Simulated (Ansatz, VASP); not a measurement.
Given: the input of a run of VASP 6.6.1 on HfSiO4.

The input INCAR:

```
SYSTEM = HfSiO4
ALGO = Normal
EDIFF = 1E-6
ENCUT = 600
GGA = PS
GGA_COMPAT = .False.
ISIF = 2
ISMEAR = -1
LASPH = .True.
LCHARG = .False.
LREAL = .False.
LWAVE = .False.
NBANDS = 50
NELM = 120
PREC = Accurate
SIGMA = 0.05
```

File KPOINTS:

```
k-points
0
Gamma
  6 6 6
  0 0 0
```

Contents of POSCAR:

```
HfSiO4
1.0
   -3.3080138793      3.3080138793      3.0013462708
    3.3080138793     -3.3080138793      3.0013462708
    3.3080138793      3.3080138793     -3.0013462708
Hf Si O
2 2 8
Direct
    0.0000000000      0.0000000000      0.0000000000
    0.7500000000      0.2500000000      0.5000000000
    0.5000000000      0.5000000000      0.0000000000
    0.2500000000      0.7500000000      0.5000000000
    0.6802000000      0.4957000000      0.8155000000
    0.2457000000      0.9302000000      0.3155000000
    0.6802000000      0.8647000000      0.1845000000
    0.6147000000      0.9302000000      0.6845000000
    0.0698000000      0.3853000000      0.3155000000
    0.5043000000      0.3198000000      0.1845000000
    0.0698000000      0.7543000000      0.6845000000
    0.1353000000      0.3198000000      0.8155000000
```

Potentials or basis: VASP PAW PBE potentials, release 64 (Hf_pv, Si, O).

Run with:

```console
$ cat potpaw_PBE.64/Hf_pv/POTCAR potpaw_PBE.64/Si/POTCAR potpaw_PBE.64/O/POTCAR > POTCAR
$ mpirun -np 1 vasp_std > vasp.out
```

**Question.** Set up the same calculation for Ansatz 0.2.0. Potentials there: Ansatz PAW.

**Answer.** As run (the cutoff follows the program's own potentials):

input.yaml

```yaml
crystal:
  lattice:
    - [-3.3080138793, 3.3080138793, 3.0013462708]
    - [3.3080138793, -3.3080138793, 3.0013462708]
    - [3.3080138793, 3.3080138793, -3.0013462708]
  atoms:
    - { symbol: Hf, position: [0.0, 0.0, 0.0] }
    - { symbol: Hf, position: [0.75, 0.25, 0.5] }
    - { symbol: Si, position: [0.5, 0.5, 0.0] }
    - { symbol: Si, position: [0.25, 0.75, 0.5] }
    - { symbol: O, position: [0.6802, 0.4957, 0.8155] }
    - { symbol: O, position: [0.2457, 0.9302, 0.3155] }
    - { symbol: O, position: [0.6802, 0.8647, 0.1845] }
    - { symbol: O, position: [0.6147, 0.9302, 0.6845] }
    - { symbol: O, position: [0.0698, 0.3853, 0.3155] }
    - { symbol: O, position: [0.5043, 0.3198, 0.1845] }
    - { symbol: O, position: [0.0698, 0.7543, 0.6845] }
    - { symbol: O, position: [0.1353, 0.3198, 0.8155] }
hamiltonian:
  xc: pbesol
  pseudopotentials: { kind: paw }
kpoints:
  mp_grid: { grid: [6, 6, 6] }
scf:
  occupations: { method: fermi_dirac, width: 0.05 }
output:
  forces: true
  stress: true
  eigenvalues: true
```

Potentials or basis: Ansatz PAW.

Run with:

```bash
$ ansatz run input.yaml --threads 4 --pin off --max-ram 11264MiB --backend cpu --events-out ev --progress --plain --runs-dir out
```

Both were run:

|  | VASP | Ansatz | Ansatz less VASP |
| --- | --- | --- | --- |
| gap on the k mesh at the Fermi level (eV) | 5.22 | 5.27 | +0.047 |
| least direct gap on the mesh (eV) | 5.57 | 5.62 | +0.043 |
| pressure (GPa) | -5.0 | -3.5 | +1.51 |
| traceless stress, the component that is largest in VASP (GPa) | -0.08 | -0.39 | -0.313 |
| rms of the force components (eV/Å) | 0.237 | 0.133 | -0.1037 |

VASP's potentials were made for PBE, not for PBEsol. Atom by atom the forces differ by 0.105 eV/Å (rms over components). VASP's potentials hold 76 valence electrons a cell and Ansatz's 108, so a difference there can come from the potentials and not from the codes.

Spin-orbit coupling is off throughout.
